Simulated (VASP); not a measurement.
# AlGa3As4: single point with PBE

The system is AlGa3As4.

```xyz
8
Lattice="4.0610 0.0000 0.0000 0.0000 4.0610 0.0000 0.0000 0.0000 11.4757" Properties=species:S:1:pos:R:3 pbc="T T T"
Al    2.0305    2.0305    5.7378
Ga    0.0000    0.0000    8.6039
Ga    2.0305    2.0305    0.0000
Ga    0.0000    0.0000    2.8718
As    2.0305    0.0000   10.0400
As    0.0000    2.0305    1.4357
As    2.0305    0.0000    4.3137
As    0.0000    2.0305    7.1620
```

```json
{
 "Program": "VASP 6.6.1",
 "Task": "single point",
 "Functional": "PBE",
 "Potentials or basis": "VASP PAW PBE potentials, release 64 (Al, Ga_d, As)",
 "Cutoff": "520 eV",
 "k mesh": "10 × 10 × 4",
 "Occupations": "gaussian, width 0.02 eV",
 "Spin": "no spin polarisation"
}
```

| Item | Value |
| --- | --- |
| Pressure | 0.2 GPa |
| Largest force | 0.005 eV/Å |
| Band gap on the k mesh | 0.53 eV |

Forces in eV/Å, atoms in the order of the input:
```
Al   0.000  0.000  0.000
Ga   0.000  0.000  0.000
Ga   0.000  0.000  0.000
Ga   0.000  0.000  0.000
As   0.000  0.000  0.000
As   0.000  0.000  0.000
As   0.000  0.000  0.005
As   0.000  0.000 -0.005
```

Levels at points of the mesh, in eV from the valence-band top:
```tsv
k point	band 27	band 28	band 29	band 30	band 31	band 32	band 33	band 34	band 35	band 36
(0.00, 0.00, 0.00)	-1.46	-1.46	-0.02	0.00	0.00	0.53	1.53	1.81	2.05	2.31
(0.50, 0.00, 0.00)	-1.06	-1.02	-1.00	-0.98	-0.97	0.92	1.33	2.72	2.92	4.53
(0.50, 0.50, 0.00)	-3.02	-2.41	-2.41	-2.41	-2.40	1.53	1.53	1.58	2.04	4.50
(0.00, 0.00, 0.50)	-1.66	-0.65	-0.65	-0.50	-0.50	1.46	1.67	2.12	2.28	2.39
(0.50, 0.00, 0.50)	-1.98	-1.14	-1.03	-1.00	-1.00	1.98	2.05	2.08	2.64	4.34
(0.50, 0.50, 0.50)	-2.83	-2.76	-2.76	-2.74	-2.74	2.44	2.44	2.54	2.70	2.70
```

Run time: 13 min on 1 thread of Intel Xeon 8259CL, on a shared host, peak memory 0.54 GiB.

A k mesh can miss the band edges.
